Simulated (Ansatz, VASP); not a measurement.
Two plane-wave programs on Ni

```
CELL_PARAMETERS angstrom
0.00000 1.73807 1.73807
1.73807 0.00000 1.73807
1.73807 1.73807 0.00000
ATOMIC_POSITIONS crystal
Ni 0.00000 0.00000 0.00000
```

Alike in both runs: task single point; functional r2SCAN; k mesh 15 × 15 × 15; collinear spin.

```csv
,VASP,Ansatz
version,VASP 6.6.1,Ansatz 0.2.0
potentials or method,"VASP PAW PBE potentials, release 64 (Ni), cutoff 520 eV","plane waves (500 eV) with PAW, scalar-relativistic"
occupations,"methfessel-paxton of order 1, width 0.03 eV","cold, width 0.03 eV"
valence electrons in the cell,10,18
```

```csv
,VASP,Ansatz,Ansatz less VASP
pressure (GPa),0.3,0.1,-0.17
net moment per atom (μB),0.68,0.73,+0.046
size of the moment on the site where the two differ most (μB),0.70,0.79,+0.092
```

VASP's potentials were made for PBE, not for r2SCAN. Site moments also hang on the region over which each program counts them. VASP's potentials hold 10 valence electrons a cell and Ansatz's 18, so a difference there can come from the potentials and not from the codes. Ansatz's warnings: stability check not made.
